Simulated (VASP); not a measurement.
Crystal: Ti.

```
Ti
1.0
     2.95000    0.00000    0.00000
    -1.47500    2.55477    0.00000
     0.00000    0.00000    4.68000
Ti
2
Direct
  0.66667 0.33333 0.75000
  0.33333 0.66667 0.25000
```

* Program: VASP 6.6.1
* Task: relaxation of cell and atoms
* Functional: BLYP
* Dispersion: D4
* Potentials or basis: VASP PAW PBE potentials, release 64 (Ti_sv)
* Cutoff: 600 eV
* k mesh: 10 × 10 × 6
* Occupations: fermi-dirac, width 0.05 eV
* Spin: no spin polarisation

At the start: pressure -2.5 GPa; volume 17.64 Å³/atom.

Problem. How do energy, volume and symmetry change on relaxing?

Solution. Over 6 steps the energy falls by 3.5 meV/atom and the volume is 17.21 Å³/atom (-2.4 %); space group P6_3/mmc (No. 194, to 0.05 Å).

Step by step:
```tsv
step	energy change (eV)	largest force (eV/Å)	pressure (GPa)	volume (Å³)
1	0.0000	0.0000	-2.55	35.27
2	-0.0037	0.0000	1.90	33.86
3	-0.0069	0.0000	-0.03	34.42
4	-0.0069	0.0000	0.04	34.41
5	-0.0070	0.0000	0.07	34.41
6	-0.0071	0.0000	0.06	34.41
```

Final structure:
```
Ti
1.0
     2.93182    0.00000    0.00000
    -1.46591    2.53903    0.00000
     0.00000    0.00000    4.62294
Ti
2
Direct
  0.66667 0.33333 0.75000
  0.33333 0.66667 0.25000
```

Caveat: the PAW data sets were made with another functional, which shifts forces and pressure a little; pairwise dispersion overbinds metals, which lowers pressure and volume.
